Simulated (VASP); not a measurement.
Wanted: the native input for a VASP 6.6.1 run.

```yaml
Task: relaxation of cell and atoms
Functional: PBEsol
Potentials_or_basis: VASP PAW PBE potentials, release 64 (V_sv)
Cutoff: 600 eV
k_mesh: 19 × 19 × 10
Occupations: fermi-dirac, width 0.05 eV
Spin: no spin polarisation
Target_pressure: 130 GPa
Dipole_correction: no
Further_INCAR_settings: ALGO = Normal; EDIFF = 1e-06; IBRION = 2; EDIFFG = -0.005; NSW = 32; ISIF = 3
```

The structure of V lies in POSCAR:

```
V
1.0
    2.2709466725      0.0000000000      0.0000000000
   -1.1354733363      1.9666975090      0.0000000000
    0.0000000000      0.0000000000      4.1510277386
V
2
Direct
    0.3333333333      0.6666666667      0.2500000000
    0.6666666667      0.3333333333      0.7500000000
```

The input as run:

INCAR

```
  ALGO = Normal
  EDIFF = 1E-6
  EDIFFG = -0.005
  ENCUT = 600
  GGA = PS
  IBRION = 2
  ISIF = 3
  ISMEAR = -1
  LASPH = True
  LCHARG = False
  LREAL = False
  LWAVE = False
  NELM = 80
  NSW = 32
  PREC = Accurate
  PSTRESS = 1300.0
  SIGMA = 0.05
```

KPOINTS

```
k-points
0
Gamma
  19 19 10
```

Potentials or basis: VASP PAW PBE potentials, release 64 (V_sv).

The run is started by

```console
$ cat potpaw_PBE.64/V_sv/POTCAR > POTCAR
$ mpirun -np 1 vasp_std > vasp.out
```

Results of the run:

| Item | Value |
| --- | --- |
| Relaxed volume | 9.30 Å³/atom |
| Relaxed cell | a = 2.276 Å, b = 2.276 Å, c = 4.148 Å, α = 90.00°, β = 90.00°, γ = 120.00° |
| Space group after relaxing (to 0.05 Å) | P6_3/mmc (No. 194) |
| Energy change on relaxing (the enthalpy is what falls) | -27.3 meV/atom |
| Ionic steps | 8 |
| Pressure after relaxing | 130.1 GPa |
| Band gap on the k mesh | zero (band 13 reaches 17.90 eV, above the bottom of band 14 at 14.37 eV) |

Caveat: the cell is relaxed towards a set pressure, so the enthalpy falls and the energy may rise; the PAW data sets were made with another functional, which shifts forces and pressure a little.

It took 3.9 min on 1 thread of AMD EPYC 7R43 64-Core Processor (Zen 3), with other jobs on the host, peak memory 0.17 GiB.
